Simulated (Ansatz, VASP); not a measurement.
**One calculation of CdInS2, two programs**

INCAR

```
SYSTEM = CdInS2
PREC     = Accurate       ! precision mode
ENCUT    = 520            ! plane-wave cutoff, eV
EDIFF    = 1E-6           ! SCF threshold, eV
ISMEAR   = 0              ! smearing method
SIGMA    = 0.15           ! smearing width, eV
LREAL    = .False.        ! projectors in reciprocal space
LASPH    = .True.         ! aspherical terms in the spheres
NELM     = 100            ! most SCF steps
ALGO     = Normal         ! electronic algorithm
ISIF     = 2              ! what is computed and relaxed
LWAVE    = .False.        ! write WAVECAR
LCHARG   = .False.        ! write CHGCAR
GGA      = PE             ! functional
NBANDS   = 26             ! bands
```

The input KPOINTS:

```
regular mesh
0
Gamma
  12 12 6
  0 0 0
```

Contents of POSCAR:

```
CdInS2
1.0
    3.8708750509      0.0000000000      0.0000000000
   -1.9354375254      3.3522761289      0.0000000000
    0.0000000000      0.0000000000      6.8110577793
Cd In S
1 1 2
Direct
    0.0000000000      0.0000000000      0.0000000000
    0.0000000000      0.0000000000      0.5000000000
    0.6666666667      0.3333333333      0.7823009908
    0.3333333333      0.6666666667      0.2176990092
```

Input for Ansatz:

```yaml
crystal:
  lattice:
    - [3.8708750509, 0.0, 0.0]
    - [-1.9354375254, 3.3522761289, 0.0]
    - [0.0, 0.0, 6.8110577793]
  atoms:
    - { symbol: Cd, position: [0.0, 0.0, 0.0] }
    - { symbol: In, position: [0.0, 0.0, 0.5] }
    - { symbol: S, position: [0.6666666667, 0.3333333333, 0.7823009908] }
    - { symbol: S, position: [0.3333333333, 0.6666666667, 0.2176990092] }
basis:
  ecutwfc: 420
kpoints:
  mp_grid: { grid: [12, 12, 6] }
hamiltonian:
  xc: pbe
scf:
  occupations: { method: gaussian, width: 0.15 }
output:
  forces: true
  stress: true
  eigenvalues: true
```

Alike in both runs: task single point; functional PBE; k mesh 12 × 12 × 6; occupations gaussian, width 0.15 eV; no spin polarisation.

|  | VASP | Ansatz |
| --- | --- | --- |
| version | VASP 6.6.1 | Ansatz 0.2.0 |
| potentials or method | VASP PAW PBE potentials, release 64 (Cd, In_d, S), cutoff 520 eV | scalar-relativistic, plane waves, PAW |
| valence electrons in the cell | 37 | 45 |

```csv
,VASP,Ansatz,Ansatz less VASP
gap on the k mesh at the Fermi level (eV),none,none,-
pressure (GPa),1.5,1.3,-0.19
"traceless stress, the component that is largest in VASP (GPa)",-0.67,-0.67,-0.003
rms of the force components (eV/Å),0.360,0.345,-0.0144
```

Atom by atom the forces differ by 0.014 eV/Å (rms over components). A gap of «none» marks a metal or a gap that the smearing closes. VASP's potentials hold 37 valence electrons a cell and Ansatz's 45, so a difference there can come from the potentials and not from the codes.
